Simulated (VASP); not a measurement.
Runs of VASP 6.6.1 on RbCl. The structure is that of space group Fm-3m (No. 225), or close to it. The cells are those of the table. 

```tsv
cell	gap on the mesh (eV)	pressure (GPa)
a = 4.536 Å, angles 60.0°, 2 atoms	(c)	(a)
a = 4.676 Å, angles 60.0°, 2 atoms	4.51	-1.8
a = 4.721 Å, angles 60.0°, 2 atoms	4.43	-2.1
a = 4.583 Å, angles 60.0°, 2 atoms	(b)	-0.9
```

Alike in all rows: task single point; level LDA; potentials or basis VASP PAW LDA potentials, release 64 (Rb_sv, Cl); no spin polarisation; k mesh 5 × 5 × 5; cutoff (eV) 500; smearing fermi-dirac 0.1 eV.

Q: Estimate the missing entries.

A: (a) -0.3; (b) 4.70; (c) 4.80.

A k mesh can miss the band edges, and the runs leave out spin-orbit coupling on Rb.
